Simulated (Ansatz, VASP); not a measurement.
## C in VASP and in Ansatz

The input INCAR:

```
PREC = Accurate
ENCUT = 520
EDIFF = 1E-6
ISMEAR = 0
SIGMA = 0.03
LREAL = False
LASPH = True
NELM = 80
ALGO = Normal
ISIF = 2
LWAVE = False
LCHARG = False
GGA = PS
IVDW = 12
NBANDS = 11
```

File KPOINTS:

```
Automatic mesh
0
Gamma
  18 18 18
```

File POSCAR:

```
C
1.0
    0.0000000000      2.0907807504      2.8929168884
    1.2079117839      0.0000000000      2.8929168884
    1.2079117839      2.0907807504      0.0000000000
C
2
Direct
    0.1667066167      0.8332933833      0.1667066167
    0.8332933833      0.1667066167      0.8332933833
```

Input for Ansatz:

```yaml
crystal:
  lattice:
    - [0.0, 2.0907807504, 2.8929168884]
    - [1.2079117839, 0.0, 2.8929168884]
    - [1.2079117839, 2.0907807504, 0.0]
  atoms:
    - { symbol: C, position: [0.1667066167, 0.8332933833, 0.1667066167] }
    - { symbol: C, position: [0.8332933833, 0.1667066167, 0.8332933833] }
basis:
  ecutwfc: 520.0
kpoints:
  mp_grid: { grid: [18, 18, 18] }
hamiltonian:
  xc: pbesol
  pseudopotentials: { kind: paw, azcp: { folder: soft_1 } }
  dispersion: d3bj
scf:
  occupations: { method: gaussian, width: 0.03 }
output:
  forces: true
  stress: true
  eigenvalues: true
```

Change from the starting cell: volume 7.306 Å^3 an atom, stretch along c over the lengths across it, relative to the relaxed cell 0.8857.

Alike in both runs: task single point; functional PBEsol; dispersion D3(BJ); k mesh 18 × 18 × 18; occupations gaussian, width 0.03 eV; no spin polarisation.

|  | VASP | Ansatz |
| --- | --- | --- |
| version | VASP 6.6.1 | Ansatz 0.2.0 |
| potentials or method | VASP PAW PBE potentials, release 64 (C), cutoff 520 eV | scalar-relativistic, plane waves, PAW |
| valence electrons in the cell | 8 | 8 |

```tsv
	VASP	Ansatz	Ansatz less VASP
gap on the k mesh at the Fermi level (eV)	none	none	-
pressure (GPa)	24.1	23.2	-0.92
traceless stress, the component that is largest in VASP (GPa)	-12.25	-11.27	+0.979
rms of the force components (eV/Å)	0.011	0.011	+0.0002
```

VASP's potentials were made for PBE, not for PBEsol, and Ansatz warns of the same on its side. Atom by atom the forces differ by 0.000 eV/Å (rms over components). A gap of «none» marks a metal or a gap that the smearing closes.
